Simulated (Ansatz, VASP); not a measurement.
## Au in VASP and in Ansatz

The input INCAR:

```
SYSTEM = Au
PREC = Accurate
ENCUT = 600
EDIFF = 1E-6
ISMEAR = 0
SIGMA = 0.1
LREAL = .FALSE.
LASPH = .TRUE.
NELM = 60
ALGO = Normal
ISIF = 3
LWAVE = .FALSE.
LCHARG = .FALSE.
GGA = PE
IBRION = 2
NSW = 80
EDIFFG = -0.05
```

KPOINTS

```
regular mesh
0
G
  10 10 10
  0 0 0
```

Contents of POSCAR:

```
Au
1.0
   -1.5055295854      1.5055295854      1.4076028036
    1.5055295854     -1.5055295854      1.4076028036
    1.5055295854      1.5055295854     -1.4076028036
Au
1
Direct
    0.0000000000      0.0000000000      0.0000000000
```

Input for Ansatz:

```yaml
crystal:
  lattice:
    - [-1.5055295854, 1.5055295854, 1.4076028036]
    - [1.5055295854, -1.5055295854, 1.4076028036]
    - [1.5055295854, 1.5055295854, -1.4076028036]
  atoms:
    - { symbol: Au, position: [0.0, 0.0, 0.0] }
basis:
  ecutwfc: 420
kpoints:
  mp_grid: { grid: [10, 10, 10] }
hamiltonian:
  xc: pbe
scf:
  occupations: { method: gaussian, width: 0.1 }
output:
  forces: true
  stress: true
  eigenvalues: true
relax:
  adjacent_minimum: "off"
  f_tol: 0.05
  max_steps: 60
  cell: { stress_tol: 0.5 }
```

Alike in both runs: task relaxation of cell and atoms; functional PBE; k mesh 10 × 10 × 10; occupations gaussian, width 0.1 eV; no spin polarisation.

```csv
,VASP,Ansatz
version,VASP 6.6.1,Ansatz 0.2.0
potentials or method,"VASP PAW PBE potentials, release 64 (Au), cutoff 600 eV","scalar-relativistic, plane waves, PAW"
valence electrons in the cell,11,19
```

|  | VASP | Ansatz | Ansatz less VASP |
| --- | --- | --- | --- |
| gap on the k mesh at the Fermi level, each at its own relaxed structure (eV) | none | none | - |
| relaxed volume (Å³/atom) | 18.02 | 18.01 | -0.019 |
| relaxed cell length with the largest relative difference (Å) | 2.871 | 2.869 | -0.0024 |

A gap of «none» marks a metal or a gap that the smearing closes. VASP's potentials hold 11 valence electrons a cell and Ansatz's 19, so a difference there can come from the potentials and not from the codes.

Neither program's run includes spin-orbit coupling. Noted on VASP's run: the volume moved by over 15 % at a fixed basis, so the end points are rough.
